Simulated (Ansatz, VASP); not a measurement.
**Co in VASP and in Ansatz**

Contents of POSCAR:

```
Co
1.0
    0.0000000000      1.7203700766      1.7203700766
    1.7203700766      0.0000000000      1.7203700766
    1.7203700766      1.7203700766      0.0000000000
Co
1
Direct
    0.0000000000      0.0000000000      0.0000000000
```

INCAR.step1

```
PREC = Accurate
ENCUT = 520
ISMEAR = 0
SIGMA = 0.1
LREAL = F
LASPH = T
NELM = 150
ISPIN = 2
MAGMOM = 2.14
LMAXMIX = 4
NBANDS = 14
GGA = PE
ALGO = Normal
EDIFF = 1E-4
LWAVE = T
LCHARG = F
```

The input INCAR.step2:

```
PREC = Accurate
ENCUT = 520
EDIFF = 1E-6
ISMEAR = 0
SIGMA = 0.1
LREAL = F
LASPH = T
NELM = 150
ALGO = Normal
ISIF = 2
LWAVE = F
LCHARG = F
ISPIN = 2
MAGMOM = 2.14
LORBIT = 11
LMAXMIX = 4
METAGGA = R2SCAN
LMIXTAU = T
NBANDS = 14
ISTART = 1
```

The input KPOINTS:

```
regular mesh
0
Gamma
  20 20 20
```

Input for Ansatz:

```yaml
crystal:
  lattice:
    - [0.0, 1.7203700766, 1.7203700766]
    - [1.7203700766, 0.0, 1.7203700766]
    - [1.7203700766, 1.7203700766, 0.0]
  atoms:
    - { symbol: Co, position: [0.0, 0.0, 0.0], spin: 2.14 }
basis:
  ecutwfc: 500
kpoints:
  mp_grid: { grid: [20, 20, 20] }
hamiltonian:
  xc: r2scan
scf:
  occupations: { method: gaussian, width: 0.1 }
output:
  forces: true
  stress: true
  eigenvalues: true
  populations: true
magnetization:
  spin_polarized: true
```

Alike in both runs: task single point; functional r2SCAN; k mesh 20 × 20 × 20; occupations gaussian, width 0.1 eV; collinear spin.

|  | VASP | Ansatz |
| --- | --- | --- |
| version | VASP 6.6.1 | Ansatz 0.2.0 |
| potentials or method | VASP PAW PBE potentials, release 64 (Co), cutoff 520 eV | scalar-relativistic, plane waves, PAW |
| valence electrons in the cell | 9 | 17 |

Ansatz gave:

| Quantity | Value |
| --- | --- |
| gap on the k mesh at the Fermi level (eV) | none |
| pressure (GPa) | 15.3 |
| net moment per atom (μB) | 1.81 |
| size of the moment on the site where the two differ most (μB) | 1.91 |

Task: Estimate VASP's values.

Result: gap on the k mesh at the Fermi level (eV): none; pressure (GPa): 15.1; net moment per atom (μB): 1.79; size of the moment on the site where the two differ most (μB): 1.84.

VASP's potentials were made for PBE, not for r2SCAN. Site moments also hang on the region over which each program counts them. A gap of «none» marks a metal or a gap that the smearing closes. The functional is the same, so the differences come from potentials, cutoffs and numerics. VASP's potentials hold 9 valence electrons a cell and Ansatz's 17, so a difference there can come from the potentials and not from the codes. Ansatz's warnings: stability check not made.
